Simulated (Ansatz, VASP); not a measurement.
## One calculation of InP, two programs

Contents of INCAR:

```
SYSTEM = InP
  PREC = Accurate
  ENCUT = 600
  EDIFF = 1E-7
  ISMEAR = 0
  SIGMA = 0.1
  LREAL = .False.
  LASPH = .True.
  NELM = 60
  ALGO = Normal
  ISIF = 3
  LWAVE = .False.
  LCHARG = .False.
  GGA = PE
  IBRION = 2
  NSW = 100
  EDIFFG = -0.005
```

KPOINTS

```
regular mesh
0
Gamma
  14 14 14
  0 0 0
```

Contents of POSCAR:

```
InP
1.0
    0.0000000000      2.7685373716      2.7685373716
    2.7685373716      0.0000000000      2.7685373716
    2.7685373716      2.7685373716      0.0000000000
In P
1 1
Direct
    0.0000000000      0.0000000000      0.0000000000
    0.5000000000      0.5000000000      0.5000000000
```

Input for Ansatz:

```yaml
crystal:
  lattice:
    - [0.0, 2.7685373716, 2.7685373716]
    - [2.7685373716, 0.0, 2.7685373716]
    - [2.7685373716, 2.7685373716, 0.0]
  atoms:
    - { symbol: In, position: [0.0, 0.0, 0.0] }
    - { symbol: P, position: [0.5, 0.5, 0.5] }
basis:
  ecutwfc: 420
kpoints:
  mp_grid: { grid: [14, 14, 14] }
hamiltonian:
  xc: pbe
  pseudopotentials: { kind: paw, azcp: { folder: soft_1 } }
scf:
  occupations: { method: gaussian, width: 0.1 }
output:
  forces: true
  stress: true
  eigenvalues: true
relax:
  adjacent_minimum: "off"
  f_tol: 0.005
  max_steps: 80
  cell: { stress_tol: 0.05 }
```

Alike in both runs: task relaxation of cell and atoms; functional PBE; k mesh 14 × 14 × 14; occupations gaussian, width 0.1 eV; no spin polarisation.

```csv
,VASP,Ansatz
version,VASP 6.6.1,Ansatz 0.2.0
potentials or method,"VASP PAW PBE potentials, release 64 (In_d, P), cutoff 600 eV","scalar-relativistic, plane waves, PAW"
valence electrons in the cell,18,18
```

|  | VASP | Ansatz | Ansatz less VASP |
| --- | --- | --- | --- |
| gap on the k mesh at the Fermi level, each at its own relaxed structure (eV) | none | none | - |
| relaxed volume (Å³/atom) | 21.26 | 21.26 | 0.000 |
| relaxed cell length with the largest relative difference (Å) | 3.918 | 3.918 | 0.0000 |

A gap of «none» marks a metal or a gap that the smearing closes.
